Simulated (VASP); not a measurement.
## Fe: electric field gradients with PBEsol

The system is Fe.

```
CELL_PARAMETERS angstrom
2.43416 0.00000 0.00000
-1.21708 2.10804 0.00000
0.00000 0.00000 3.72668
ATOMIC_POSITIONS crystal
Fe 0.33333 0.66667 0.25000
Fe 0.66667 0.33333 0.75000
```

This cell differs from its parent crystal: zz strain of -3 %.

* Program: VASP 6.6.1
* Task: electric field gradients
* Functional: PBEsol
* Potentials or basis: VASP PAW PBE potentials, release 64 (Fe)
* Cutoff: 520 eV
* k mesh: 17 × 17 × 10
* Occupations: fermi-dirac, width 0.08 eV
* Spin: no spin polarisation
* Dipole correction: no
* Further INCAR settings: ALGO = Normal; EDIFF = 1e-08; NBANDS = 15

| Quantity | Value |
| --- | --- |
| Pressure | 9.3 GPa |
| Band gap on the k mesh | zero (band 8 reaches 8.32 eV, above the bottom of band 9 at 6.34 eV) |

Stress tensor (GPa, compression positive):
```
 3.67  0.00  0.00
 0.00  3.67  0.00
 0.00  0.00 20.59
```

Levels at points of the mesh, in eV from the Fermi level:
| k point | band 4 | band 5 | band 6 | band 7 | band 8 | band 9 | band 10 | band 11 | band 12 | band 13 |
| --- | --- | --- | --- | --- | --- | --- | --- | --- | --- | --- |
| (0.00, 0.00, 0.00) | -1.86 | -1.46 | -1.28 | -1.28 | -1.10 | -1.10 | 0.79 | 0.79 | 0.98 | 9.89 |
| (0.00, 0.00, 0.50) | -2.12 | -2.05 | -2.05 | -2.05 | -2.05 | 0.38 | 0.38 | 0.38 | 0.38 | 18.68 |

Electric field gradients, principal values (V/Å²):
```
atom  least  middle  greatest (by size)
1 Fe  8.129   8.129             -16.258
2 Fe  8.129   8.129             -16.258
```

It took 44 s on 1 thread of Intel Xeon 6975P-C (shared host), peak memory 0.17 GiB.

Caveat: the cell differs from its parent crystal (zz strain of -3 %); without QUAD_EFG the Cq values of the log hold for a quadrupole moment of 1 mb, not for the nuclei; the PAW data sets were made with another functional, which shifts forces and pressure a little; the run has no spin polarisation, though such a crystal can be magnetic. Spin polarisation is off, so any magnetic state and its effect on volume and gap are missing.
